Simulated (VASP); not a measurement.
A run of VASP 6.6.1 is set up as follows.

INCAR

```
SYSTEM = Sn
PREC = Accurate
ENCUT = 520
EDIFF = 1E-6
ISMEAR = 0
SIGMA = 0.15
LREAL = .FALSE.
LASPH = .TRUE.
NELM = 80
ALGO = Fast
ISIF = 2
LWAVE = .FALSE.
LCHARG = .FALSE.
GGA = PS
NBANDS = 13
```

File KPOINTS:

```
Automatic mesh
0
G
  24 24 24
  0 0 0
```

File POSCAR:

```
Sn
1.0
   -1.9629999218      1.8734820101      1.8734820101
    1.8734820101     -1.9629999218      1.8734820101
    1.8734820101      1.8734820101     -1.9629999218
Sn
1
Direct
    0.0000000000      0.0000000000      0.0000000000
```

Potentials or basis: VASP PAW PBE potentials, release 64 (Sn_d).

Launch:

```bash
$ cat potpaw_PBE.64/Sn_d/POTCAR > POTCAR
$ mpirun -np 1 vasp_std > vasp.out
```

(1) What does it give for the pressure?

(2) What does it give for the band gap on the k mesh?

Answers

(1) 0.1 GPa.

(2) zero (band 7 reaches 15.96 eV, above the bottom of band 8 at 5.56 eV).

Caveat: the PAW data sets were made with another functional, which shifts forces and pressure a little; spin-orbit coupling is left out, which moves the levels of the heavy elements.
